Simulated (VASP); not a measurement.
# SiNi3: relaxation of cell and atoms with PBEsol

Crystal: SiNi3.

```
Si Ni
1.0
     3.37902    0.00000    0.00000
     0.00000    3.37902    0.00000
     0.00000    0.00000    3.37902
Si Ni
1 3
Direct
  0.00000 0.00000 0.00000
  0.00000 0.50000 0.50000
  0.50000 0.00000 0.50000
  0.50000 0.50000 0.00000
```

```json
{
  "Program": "VASP 6.6.1",
  "Task": "relaxation of cell and atoms",
  "Functional": "PBEsol",
  "Potentials or basis": "VASP PAW PBE potentials, release 64 (Si, Ni)",
  "Cutoff": "600 eV",
  "k mesh": "12 × 12 × 12",
  "Occupations": "gaussian, width 0.1 eV",
  "Spin": "no spin polarisation",
  "Target pressure": "20 GPa",
  "Dipole correction": "no",
  "Further INCAR settings": "ALGO = Normal; EDIFF = 1e-06; IBRION = 2; EDIFFG = -0.008; NSW = 70; ISIF = 3"
}
```

The relaxed volume is 9.66 Å³/atom and the relaxed cell is a = 3.380 Å, b = 3.380 Å, c = 3.380 Å, α = 90.00°, β = 90.00°, γ = 90.00°. The space group after relaxing (to 0.1 Å) is Pm-3m (No. 221) and the energy change on relaxing (the run minimises the enthalpy) is -1.4 meV/atom. The ionic steps are 3, the pressure after relaxing is 20.0 GPa and the band gap on the k mesh is zero (bands 17 and 18 overlap by 0.28 eV).

Step by step:
| step | energy change (eV) | largest force (eV/Å) | pressure (GPa) | volume (Å³) |
| --- | --- | --- | --- | --- |
| 1 | 0.0000 | 0.0000 | 20.30 | 38.58 |
| 2 | -0.0126 | 0.0000 | 19.54 | 38.68 |
| 3 | -0.0057 | 0.0000 | 20.04 | 38.63 |

Final structure:
```
Si Ni
1.0
     3.38034    0.00000    0.00000
     0.00000    3.38034    0.00000
     0.00000    0.00000    3.38034
Si Ni
1 3
Direct
  0.00000 0.00000 0.00000
  0.00000 0.50000 0.50000
  0.50000 0.00000 0.50000
  0.50000 0.50000 0.00000
```

Levels at points of the mesh, in eV from the Fermi level:
| k point | band 13 | band 14 | band 15 | band 16 | band 17 | band 18 | band 19 | band 20 | band 21 |
| --- | --- | --- | --- | --- | --- | --- | --- | --- | --- |
| (0.00, 0.00, 0.00) | -1.02 | -0.71 | -0.71 | -0.33 | 0.04 | 0.04 | 0.04 | 5.92 | 6.86 |
| (0.50, 0.00, 0.00) | -1.54 | -1.51 | -1.34 | -0.63 | 0.05 | 4.07 | 4.07 | 5.52 | 5.52 |
| (0.50, 0.50, 0.00) | -1.68 | -1.68 | -1.30 | -1.19 | -1.12 | 0.78 | 0.78 | 6.34 | 6.90 |
| (0.50, 0.50, 0.50) | -1.70 | -1.46 | -1.46 | -0.66 | -0.23 | -0.23 | -0.23 | 1.75 | 4.51 |

Wall time 56 s on 1 thread of Intel(R) Xeon(R) 6975P-C (Granite Rapids) (shared host), peak memory 0.21 GiB.

Caveat: the cell is relaxed towards a set pressure, so the run minimises the enthalpy, not the energy; the PAW data sets were made with another functional, which shifts forces and pressure a little. Spin polarisation is off, so any magnetic state and its effect on volume and gap are missing.
